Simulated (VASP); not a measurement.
TiTe2:

```
Te Ti
1.0
     3.72595    0.00000    0.00000
    -1.86298    3.22677    0.00000
     0.00000    0.00000    6.41018
Te Ti
2 1
Direct
  0.33333 0.66667 0.73720
  0.66667 0.33333 0.26280
  0.00000 0.00000 0.00000
```

This cell differs from its parent crystal: volume scaled by 0.96.

Base run:

```yaml
Program: VASP 6.6.1
Functional: PBEsol
Potentials_or_basis: VASP PAW PBE potentials, release 64 (Te, Ti_sv)
Cutoff: 520 eV
k_mesh: 8 × 8 × 4
Occupations: fermi-dirac, width 0.05 eV
Spin: no spin polarisation
```

Its results: band gap on the k mesh zero (band 12 reaches 7.57 eV, above the bottom of band 13 at 6.83 eV); pressure 0.4 GPa; largest force 0.246 eV/Å.

**Question.** The run is repeated on the same cell with these changes: functional from PBEsol to LDA; potentials or basis from VASP PAW PBE potentials, release 64 (Te, Ti_sv) to VASP PAW LDA potentials, release 64 (Te, Ti_sv). What comes out?

**Answer.** Band gap on the k mesh zero (band 12 reaches 7.52 eV, above the bottom of band 13 at 6.79 eV); pressure -1.5 GPa; largest force 0.062 eV/Å.

Caveats: spin-orbit coupling is left out, which moves the levels of the heavy elements; the PAW data sets were made with another functional, which shifts forces and pressure a little (some runs); this functional lacks dispersion, which binds the layers, so the pressure and a relaxed spacing across them are unreliable (some runs).
